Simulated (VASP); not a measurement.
Here is a VASP 6.6.1 calculation.

Contents of POSCAR:

```
AgCl
1.0
    0.0000000000      2.8563445000      2.7731500000
    2.8563445000      0.0000000000      2.7731500000
    2.8563445000      2.8563445000      0.0000000000
Ag Cl
1 1
Direct
    0.5000000000      0.5000000000      0.5000000000
    0.0000000000      0.0000000000      0.0000000000
```

INCAR.step1

```
SYSTEM = AgCl
PREC = Accurate ; ENCUT = 520
ISMEAR = 0 ; SIGMA = 0.05
LREAL = .False. ; LASPH = .True.
NELM = 60 ; NBANDS = 16
GGA = PE ; ALGO = Normal
EDIFF = 1E-4 ; LWAVE = .True.
LCHARG = .False.
```

File INCAR.step2:

```
SYSTEM = AgCl
PREC = Accurate ; ENCUT = 520
EDIFF = 1E-6 ; ISMEAR = 0
SIGMA = 0.05 ; LREAL = .False.
LASPH = .True. ; NELM = 60
ALGO = Normal ; ISIF = 2
LWAVE = .False. ; LCHARG = .False.
METAGGA = R2SCAN ; LMIXTAU = .True.
NBANDS = 16 ; ISTART = 1
```

Contents of KPOINTS:

```
Automatic mesh
0
Gamma
  8 8 8
  0 0 0
```

Potentials or basis: VASP PAW PBE potentials, release 64 (Ag, Cl).

Command:

```sh
$ cat potpaw_PBE.64/Ag/POTCAR potpaw_PBE.64/Cl/POTCAR > POTCAR
$ cp INCAR.step1 INCAR
$ mpirun -np 1 vasp_std > vasp.out
$ cp INCAR.step2 INCAR
$ mpirun -np 1 vasp_std > vasp.out
```

(1) What does it give for the pressure?

(2) Predict the band gap on the k mesh.

Results:

(1) -2.6 GPa.

(2) 1.35 eV (least direct gap 3.51 eV).

Caveat: the cell differs from its parent crystal (strain +0.030 along x and y, +0.000 along z); the PAW data sets were made with another functional, which shifts forces and pressure a little.
